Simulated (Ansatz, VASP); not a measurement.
## Pt in VASP and in Ansatz

```
Pt
1.0
     0.00000    1.95880    1.95880
     1.95880    0.00000    1.95880
     1.95880    1.95880    0.00000
Pt
1
Direct
  0.00000 0.00000 0.00000
```

Alike in both runs: task single point; functional PBEsol; k mesh 18 × 18 × 18; occupations gaussian, width 0.05 eV; no spin polarisation.

|  | VASP | Ansatz |
| --- | --- | --- |
| version | VASP 6.6.1 | Ansatz 0.2.0 |
| potentials or method | VASP PAW PBE potentials, release 64 (Pt), cutoff 520 eV | scalar-relativistic, plane waves, PAW |
| valence electrons in the cell | 10 | 18 |

VASP gave:

| Quantity | Value |
| --- | --- |
| pressure (GPa) | -0.4 |

What did Ansatz give for the same quantities?

Pressure (GPa): 0.0.

VASP's potentials were made for PBE, not for PBEsol. VASP's potentials hold 10 valence electrons a cell and Ansatz's 18, so a difference there can come from the potentials and not from the codes.

Neither program's run includes spin-orbit coupling.
